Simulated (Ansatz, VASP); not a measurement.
**One calculation of Hf, two programs**

```xyz
2
Lattice="3.1967 0.0000 0.0000 -1.5983 2.7684 0.0000 0.0000 0.0000 5.0578" Properties=species:S:1:pos:R:3 pbc="T T T"
Hf    1.5984    0.9228    3.7934
Hf    0.0000    1.8456    1.2645
```

Alike in both runs: task single point; functional PBE; k mesh 10 × 10 × 5; occupations gaussian, width 0.018 eV; no spin polarisation.

|  | VASP | Ansatz |
| --- | --- | --- |
| version | VASP 6.6.1 | Ansatz 0.2.0 |
| potentials or method | VASP PAW PBE potentials, release 64 (Hf_pv), cutoff 520 eV | all-electron LAPW, scalar-relativistic |

Ansatz gave:

```
gap on the k mesh at the Fermi level (eV)                     : none
pressure (GPa)                                                : 0.6
traceless stress, the component that is largest in VASP (GPa) : -0.16
```

Question: Which values does VASP return?

Answer: gap on the k mesh at the Fermi level (eV): none; pressure (GPa): 0.3; traceless stress, the component that is largest in VASP (GPa): -0.22.

A gap of «none» marks a metal or a gap that the smearing closes. Ansatz ran all-electron here, and VASP with PAW potentials.

Spin-orbit coupling is off throughout.
